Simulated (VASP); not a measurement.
Here is a VASP 6.6.1 calculation.

The input INCAR:

```
SYSTEM = Al
  PREC = Accurate
  ENCUT = 520
  EDIFF = 1E-6
  ISMEAR = 0
  SIGMA = 0.15
  LREAL = .False.
  LASPH = .True.
  NELM = 100
  ALGO = Normal
  ISIF = 2
  LWAVE = .False.
  LCHARG = .True.
  GGA = PE
  IVDW = 12
  LELF = .True.
  LVHAR = .True.
  NBANDS = 8
```

The input KPOINTS:

```
Automatic mesh
0
Gamma
  22 22 22
  0 0 0
```

Contents of POSCAR:

```
Al
1.0
    0.0000000000      1.9910220790      1.9910220790
    1.9910220790      0.0000000000      1.9910220790
    1.9910220790      1.9910220790      0.0000000000
Al
1
Direct
    0.0000000000      0.0000000000      0.0000000000
```

Potentials or basis: VASP PAW PBE potentials, release 64 (Al).

Run with:

```console
$ cat potpaw_PBE.64/Al/POTCAR > POTCAR
$ mpirun -np 1 vasp_std > vasp.out
```

Q: Estimate the dispersion energy per atom.

A: -0.352 eV.

Q: What does it give for the pressure?

A: 0.0 GPa.

Caveat: pairwise dispersion overbinds metals, which lowers pressure and volume.
